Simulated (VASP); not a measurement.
Wanted: the native input for a VASP 6.6.1 run.

```
Task                   : single point
Functional             : PBEsol
Potentials or basis    : VASP PAW PBE potentials, release 64 (Ge_d)
Cutoff                 : 520 eV
k mesh                 : 20 × 20 × 20
Occupations            : gaussian, width 0.15 eV
Spin                   : no spin polarisation
Dipole correction      : no
Further INCAR settings : ALGO = Normal; EDIFF = 1e-07; NBANDS = 21
```

The structure of Ge lies in POSCAR:

```
Ge
1.0
   -2.5101274760      2.5101274760      1.4672832754
    2.5101274760     -2.5101274760      1.4672832754
    2.5101274760      2.5101274760     -1.4672832754
Ge
2
Direct
    0.2500000000      0.7500000000      0.5000000000
    0.5000000000      0.5000000000      0.0000000000
```

This cell differs from its parent crystal: strain -0.025 along x and y, +0.050 along z.

One way to write it, as run:

INCAR

```
SYSTEM = Ge
PREC = Accurate
ENCUT = 520
EDIFF = 1E-7
ISMEAR = 0
SIGMA = 0.15
LREAL = .FALSE.
LASPH = .TRUE.
NELM = 80
ALGO = Normal
ISIF = 2
LWAVE = .FALSE.
LCHARG = .FALSE.
GGA = PS
NBANDS = 21
```

KPOINTS

```
Automatic mesh
0
G
  20 20 20
  0 0 0
```

Potentials or basis: VASP PAW PBE potentials, release 64 (Ge_d).

Run with:

```bash
$ cat potpaw_PBE.64/Ge_d/POTCAR > POTCAR
$ mpirun -np 1 vasp_std > vasp.out
```

Results of the run:

| Property | Result |
| --- | --- |
| Pressure | -0.2 GPa |
| Band gap on the k mesh | zero (bands 14 and 15 overlap by 5.78 eV) |

Caveat: the cell differs from its parent crystal (strain -0.025 along x and y, +0.050 along z); the PAW data sets were made with another functional, which shifts forces and pressure a little.

It took 10 min on 1 thread of Intel Xeon 8259CL, on a shared host, peak memory 0.48 GiB.
